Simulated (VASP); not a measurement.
Here is a VASP 6.6.1 calculation.

The input INCAR:

```
SYSTEM = Hg
ALGO = Normal
EDIFF = 1E-6
ENCUT = 520
GGA = CA
ISIF = 2
ISMEAR = -1
LASPH = .True.
LCHARG = .False.
LREAL = .False.
LWAVE = .False.
NBANDS = 12
NELM = 60
PREC = Accurate
SIGMA = 0.1
```

File KPOINTS:

```
k-points
0
Gamma
  14 14 14
  0 0 0
```

POSCAR

```
Hg
1.0
   -1.8005394354      1.8005394354      1.8005394354
    1.8005394354     -1.8005394354      1.8005394354
    1.8005394354      1.8005394354     -1.8005394354
Hg
1
Direct
    0.0000000000      0.0000000000      0.0000000000
```

Potentials or basis: VASP PAW LDA potentials, release 64 (Hg).

Launch:

```bash
$ cat potpaw_LDA.64/Hg/POTCAR > POTCAR
$ mpirun -np 1 vasp_std > vasp.out
```

Q: Estimate the band gap on the k mesh.

A: Zero (bands 6 and 7 overlap by 4.54 eV).

Q: Estimate the pressure.

A: -1.1 GPa.

Caveat: spin-orbit coupling is left out, which moves the levels of the heavy elements.
